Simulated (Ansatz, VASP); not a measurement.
## One calculation of HfC4, two programs

```
Hf C
1.0
     4.45500    0.00000   -0.00530
     0.00000    4.21625    0.00000
    -1.28322    0.00000    4.84062
Hf C
2 8
Direct
  0.96793 0.25000 0.25482
  0.03207 0.75000 0.74518
  0.57218 0.57372 0.39461
  0.45124 0.42766 0.11675
  0.54876 0.57234 0.88325
  0.42782 0.42628 0.60539
  0.54876 0.92766 0.88325
  0.42782 0.07372 0.60539
  0.57218 0.92628 0.39461
  0.45124 0.07234 0.11675
```

Change from the starting cell: the structure that the rattled cell fell into.

Alike in both runs: functional PBE; k mesh 8 × 8 × 6; occupations gaussian, width 0.1 eV; no spin polarisation.

Ansatz relaxed the structure, and its values are those at the end. VASP's run is a single point on that final structure, the one shown.

```csv
,VASP,Ansatz
version,VASP 6.6.1,Ansatz 0.2.0
potentials or method,"VASP PAW PBE potentials, release 64 (Hf_pv, C), cutoff 520 eV","scalar-relativistic, plane waves, PAW"
valence electrons in the cell,52,84
```

VASP gave:

* gap on the k mesh at the Fermi level (eV): none
* pressure (GPa): -0.5
* rms of the force components (eV/Å): 0.020

Question: What did Ansatz give for the same quantities?

Answer: gap on the k mesh at the Fermi level (eV): none; pressure (GPa): 0.0; rms of the force components (eV/Å): 0.003.

A gap of «none» marks a metal or a gap that the smearing closes. With one functional, cell and mesh, what is left measures potentials, basis and numerics. VASP's potentials hold 52 valence electrons a cell and Ansatz's 84, so a difference there can come from the potentials and not from the codes.

Neither program's run includes spin-orbit coupling.
